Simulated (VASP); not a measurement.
# IrO2 (P4_2/mnm) in VASP: notebook, part 2 of 2

VASP 6.6.1. Earlier steps stand in the parts before.

## (4) Single point, PBE

This run uses another cell than the first one, of 10.87 Å³/atom.

Contents of INCAR:

```
SYSTEM = IrO2
PREC     = Accurate       ! precision mode
ENCUT    = 600            ! plane-wave cutoff, eV
EDIFF    = 1E-6           ! SCF threshold, eV
ISMEAR   = 0              ! smearing method
SIGMA    = 0.1            ! smearing width, eV
LREAL    = .FALSE.        ! projectors in reciprocal space
LASPH    = .TRUE.         ! aspherical terms in the spheres
NELM     = 120            ! most SCF steps
ALGO     = Normal         ! electronic algorithm
ISIF     = 2              ! what is computed and relaxed
LWAVE    = .FALSE.        ! write WAVECAR
LCHARG   = .TRUE.         ! write CHGCAR
GGA      = PE             ! functional
LELF     = .TRUE.         ! ELF
LVHAR    = .TRUE.       
NBANDS   = 30             ! bands
GGA_COMPAT= .FALSE.
```

Contents of KPOINTS:

```
Automatic mesh
0
G
  8 8 12
  0 0 0
```

Contents of POSCAR:

```
IrO2
1.0
    4.5288407560      0.0000000000      0.0000000000
    0.0000000000      4.5288407560      0.0000000000
    0.0000000000      0.0000000000      3.1798236571
Ir O
2 4
Direct
    0.0000000000      0.0000000000      0.0000000000
    0.5000000000      0.5000000000      0.5000000000
    0.3084160665      0.3084160665      0.0000000000
    0.1915839335      0.8084160665      0.5000000000
    0.6915839335      0.6915839335      0.0000000000
    0.8084160665      0.1915839335      0.5000000000
```

Launch:

```sh
cat potpaw_PBE.64/Ir/POTCAR potpaw_PBE.64/O/POTCAR > POTCAR
mpirun -np 1 vasp_std > vasp.out
```

Run time: 7.7 min. Hardware: 1 thread of Oxide Virtual Turin-like, shared host; peak memory 0.3 GiB.

Results (log left out):

| Item | Value |
| --- | --- |
| Free energy | -42.2798 eV |
| Pressure | 2.1 GPa |
| Largest force | 0.005 eV/Å |
| Band gap on the k mesh | zero (bands 21 and 22 overlap by 1.30 eV) |

Forces on the atoms (eV/Å):
```
Ir   0.000  0.000  0.000
Ir   0.000  0.000  0.000
O   -0.003 -0.003  0.000
O    0.003 -0.003  0.000
O    0.003  0.003  0.000
O   -0.003  0.003  0.000
```

Stress tensor (GPa, compression positive):
```
1.81 0.00 0.00
0.00 1.81 0.00
0.00 0.00 2.61
```

Levels at points of the mesh, in eV from the Fermi level:
```
           k point  band 18  band 19  band 20  band 21  band 22  band 23  band 24  band 25
(0.00, 0.00, 0.00)    -2.38    -2.32    -2.22    -2.16     0.67     1.20     4.06     4.06
(0.50, 0.00, 0.00)    -1.62    -1.28    -1.28    -0.29    -0.29     3.50     3.50     3.50
(0.50, 0.50, 0.00)    -2.45    -2.34    -2.34     0.20     0.20     2.39     2.39     4.05
(0.00, 0.00, 0.50)    -1.86    -0.68    -0.68     0.25     0.25     2.21     2.21     2.67
(0.50, 0.00, 0.50)    -2.70    -1.75    -1.75     0.51     0.51     1.05     1.05     4.45
(0.50, 0.50, 0.50)    -1.78    -1.19    -1.19    -0.47    -0.47     2.16     2.16     3.13
```

Caveat: spin-orbit coupling is left out, which moves the levels of the heavy elements.

## (5) Relaxation of cell and atoms, PBE

This run uses another cell than the first one, of 10.68 Å³/atom.

Contents of INCAR:

```
PREC = Accurate
ENCUT = 600
EDIFF = 1E-7
ISMEAR = 0
SIGMA = 0.1
LREAL = False
LASPH = True
NELM = 120
ALGO = Normal
ISIF = 3
LWAVE = False
LCHARG = False
GGA = PE
IBRION = 2
NSW = 100
EDIFFG = -0.01
GGA_COMPAT = False
NELMIN = 4
```

Contents of KPOINTS:

```
Automatic mesh
0
Gamma
  8 8 12
```

Contents of POSCAR:

```
IrO2
1.0
    4.5051000000      0.0000000000      0.0000000000
    0.0000000000      4.5051000000      0.0000000000
    0.0000000000      0.0000000000      3.1586000000
Ir O
2 4
Direct
    0.0000000000      0.0000000000      0.0000000000
    0.5000000000      0.5000000000      0.5000000000
    0.3077000000      0.3077000000      0.0000000000
    0.1923000000      0.8077000000      0.5000000000
    0.6923000000      0.6923000000      0.0000000000
    0.8077000000      0.1923000000      0.5000000000
```

Launch:

```sh
cat potpaw_PBE.64/Ir/POTCAR potpaw_PBE.64/O/POTCAR > POTCAR
mpirun -np 1 vasp_std > vasp.out
```

Run time: 17 min. Hardware: 1 thread of Oxide Virtual Turin-like, shared host; peak memory 0.29 GiB.

The run converged. Its results:

* Free energy: -42.2802 eV
* Relaxed volume: 10.96 Å³/atom
* Relaxed cell: a = 4.541 Å, b = 4.541 Å, c = 3.188 Å, α = 90.00°, β = 90.00°, γ = 90.00°
* Space group after relaxing (to 0.1 Å): P4_2/mnm (No. 136)
* Energy gained by relaxing: 6.2 meV/atom
* Ionic steps: 7
* Pressure after relaxing: -0.1 GPa
* Largest force after relaxing: 0.004 eV/Å
* Band gap on the k mesh: zero (bands 21 and 22 overlap by 1.28 eV)

Forces on the atoms (eV/Å):
```
Ir   0.000  0.000  0.000
Ir   0.000  0.000  0.000
O    0.003  0.003  0.000
O   -0.003  0.003  0.000
O   -0.003 -0.003  0.000
O    0.003 -0.003  0.000
```

Step by step:
```tsv
step	energy change (eV)	largest force (eV/Å)	pressure (GPa)	volume (Å³)
1	0.0000	0.0938	7.29	64.11
2	0.0784	0.1263	-11.32	68.73
3	-0.0362	0.1079	-0.10	65.72
4	-0.0362	0.1076	0.03	65.69
5	-0.0365	0.0607	0.05	65.73
6	-0.0369	0.0088	0.03	65.71
7	-0.0369	0.0036	-0.07	65.73
```

Final structure:
```
Ir O
1.0
     4.54051    0.00000    0.00000
     0.00000    4.54051    0.00000
     0.00000    0.00000    3.18836
Ir O
2 4
Direct
  0.00000 0.00000 0.00000
  0.50000 0.50000 0.50000
  0.30845 0.30845 0.00000
  0.19155 0.80845 0.50000
  0.69155 0.69155 0.00000
  0.80845 0.19155 0.50000
```

Levels at points of the mesh, in eV from the Fermi level:
```tsv
k point	band 17	band 18	band 19	band 20	band 21	band 22	band 23	band 24	band 25
(0.00, 0.00, 0.00)	-2.36	-2.36	-2.29	-2.18	-2.14	0.64	1.18	4.02	4.02
(0.50, 0.00, 0.00)	-1.60	-1.60	-1.27	-1.27	-0.29	-0.29	3.45	3.46	3.46
(0.50, 0.50, 0.00)	-2.43	-2.43	-2.32	-2.32	0.19	0.19	2.34	2.34	4.00
(0.00, 0.00, 0.50)	-1.85	-1.85	-0.68	-0.68	0.25	0.25	2.17	2.17	2.64
(0.50, 0.00, 0.50)	-2.67	-2.67	-1.74	-1.74	0.50	0.50	1.01	1.01	4.40
(0.50, 0.50, 0.50)	-1.76	-1.76	-1.17	-1.17	-0.46	-0.46	2.12	2.12	3.09
```

Caveat: spin-orbit coupling is left out, which moves the levels of the heavy elements. Zero-point motion and thermal expansion aren't in these numbers.

## (6) Summary

| task | cell | gap on the mesh (eV) | pressure (GPa) |
| --- | --- | --- | --- |
| relaxation of shape and atoms at fixed volume | relaxed from a = 4.483, b = 4.483, c = 3.148 Å, 6 atoms, atomic positions A | none | 10.9 |
| relaxation of shape and atoms at fixed volume | relaxed from a = 4.574, b = 4.574, c = 3.211 Å, 6 atoms, atomic positions A | none | -5.6 |
| single point | a = 4.529, b = 4.529, c = 3.180 Å, 6 atoms, atomic positions A | none | 2.1 |
| relaxation of cell and atoms | relaxed from a = 4.505, b = 4.505, c = 3.159 Å, 6 atoms, atomic positions B | none | -0.1 |

Alike in all rows: level PBE; potentials or basis VASP PAW PBE potentials, release 64 (Ir, O); no spin polarisation; k mesh 8 × 8 × 12; cutoff (eV) 600; smearing gaussian 0.1 eV.

Caveats: spin-orbit coupling is left out, which moves the levels of the heavy elements.

Absolute energies hang on the potentials; compare differences alone.
